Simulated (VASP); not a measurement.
Ir:

```
CELL_PARAMETERS angstrom
0.00000 1.91560 1.91560
1.91560 0.00000 1.91560
1.91560 1.91560 0.00000
ATOMIC_POSITIONS crystal
Ir 0.00000 0.00000 0.00000
```

| Item | Value |
| --- | --- |
| Program | VASP 6.6.1 |
| Task | relaxation of cell and atoms |
| Functional | PBEsol |
| Dispersion | D3(BJ) |
| Potentials or basis | VASP PAW PBE potentials, release 64 (Ir) |
| Cutoff | 600 eV |
| k mesh | 12 × 12 × 12 |
| Occupations | fermi-dirac, width 0.05 eV |
| Spin | no spin polarisation |

At the start: pressure -7.9 GPa; volume 14.06 Å³/atom.

**Question.** Where does the relaxation end?

**Answer.** Over 4 steps the energy falls by 7.0 meV/atom and the volume is 13.78 Å³/atom (-2.0 %); space group Fm-3m (No. 225, to 0.05 Å).

The path:
```
step  energy change (eV)  largest force (eV/Å)  pressure (GPa)  volume (Å³)
   1              0.0000                0.0000           -7.89        14.06
   2              0.1236                0.0000           41.93        12.70
   3             -0.0070                0.0000           -0.30        13.79
   4             -0.0070                0.0000           -0.03        13.78
```

Final structure:
```
CELL_PARAMETERS angstrom
0.00000 1.90298 1.90298
1.90298 0.00000 1.90298
1.90298 1.90298 0.00000
ATOMIC_POSITIONS crystal
Ir 0.00000 0.00000 0.00000
```

Caveat: the PAW data sets were made with another functional, which shifts forces and pressure a little; pairwise dispersion overbinds metals, which lowers pressure and volume.
